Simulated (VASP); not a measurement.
A run of VASP 6.6.1 is set up as follows.

File INCAR:

```
SYSTEM = FePt
ALGO     = Normal         ! electronic algorithm
EDIFF    = 1E-7           ! SCF threshold, eV
EDIFFG   = -0.01          ! ionic threshold
ENCUT    = 600            ! plane-wave cutoff, eV
GGA      = PE             ! functional
GGA_COMPAT= .FALSE.      
IBRION   = 2              ! ionic algorithm
ISIF     = 3              ! what is computed and relaxed
ISMEAR   = 0              ! smearing method
ISPIN    = 2              ! spin polarisation
KPAR     = 4            
LASPH    = .TRUE.         ! aspherical terms in the spheres
LCHARG   = .FALSE.        ! write CHGCAR
LMAXMIX  = 4              ! l up to which the mixer works
LORBIT   = 11             ! projections on sites
LREAL    = .FALSE.        ! projectors in reciprocal space
LWAVE    = .FALSE.        ! write WAVECAR
MAGMOM   = 3.22 0.32      ! initial moments
NELM     = 200            ! most SCF steps
NELMIN   = 4            
NSW      = 100            ! ionic steps
PREC     = Accurate       ! precision mode
SIGMA    = 0.1            ! smearing width, eV
```

Contents of KPOINTS:

```
k-points
0
G
  24 24 12
  0 0 0
```

Contents of POSCAR:

```
FePt
1.0
    2.7173902878      0.0000000000      0.0000000000
   -1.3586951439      2.3533290213      0.0000000000
    0.0000000000      0.0000000000      4.4017896456
Fe Pt
1 1
Direct
    0.6666666667      0.3333333333      0.5000000000
    0.3333333333      0.6666666667      0.0000000000
```

Potentials or basis: VASP PAW PBE potentials, release 64 (Fe, Pt).

Command:

```sh
$ cat potpaw_PBE.64/Fe/POTCAR potpaw_PBE.64/Pt/POTCAR > POTCAR
$ mpirun -np 4 vasp_std > vasp.out
```

Question: Estimate the relaxed volume.

Answer: 14.07 Å³/atom.

Question: What does it give for the relaxed cell?

Answer: a = 2.728 Å, b = 2.728 Å, c = 4.368 Å, α = 90.00°, β = 90.00°, γ = 120.00°.

Question: What does it give for the site moments?

Answer: Fe +2.88; Pt +0.27 μB.

Question: What does it give for the space group after relaxing (to 0.1 Å)?

Answer: P-6m2 (No. 187).

The path:
```csv
step,energy change (eV),largest force (eV/Å),pressure (GPa),volume (Å³)
1,0.0000,0.0000,0.08,28.15
2,-0.0018,0.0000,-0.21,28.18
3,-0.0018,0.0000,-0.20,28.18
4,-0.0017,0.0000,0.31,28.10
5,-0.0018,0.0000,0.02,28.15
```
